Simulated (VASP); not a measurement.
Here is a VASP 6.6.1 calculation.

The input INCAR:

```
PREC = Accurate
ENCUT = 520
EDIFF = 1E-6
ISMEAR = 0
SIGMA = 0.01
LREAL = F
LASPH = T
NELM = 60
ALGO = Normal
ISIF = 2
LWAVE = F
LCHARG = T
GGA = PE
LELF = T
LVHAR = T
NBANDS = 16
```

KPOINTS

```
regular mesh
0
Gamma
  8 8 8
```

Contents of POSCAR:

```
ZnSe
1.0
    0.0000000000      2.8658805321      2.8658805321
    2.8658805321      0.0000000000      2.8658805321
    2.8658805321      2.8658805321      0.0000000000
Zn Se
1 1
Direct
    0.0000000000      0.0000000000      0.0000000000
    0.2500000000      0.2500000000      0.2500000000
```

Potentials or basis: VASP PAW PBE potentials, release 64 (Zn, Se).

Run with:

```bash
$ cat potpaw_PBE.64/Zn/POTCAR potpaw_PBE.64/Se/POTCAR > POTCAR
$ mpirun -np 1 vasp_std > vasp.out
```

Task: Estimate the band gap on the k mesh.

Result: 1.16 eV, direct.

Task: What does it give for the pressure?

Result: 0.2 GPa.

A hybrid or GW would open this gap; PBE tends to underestimate it.
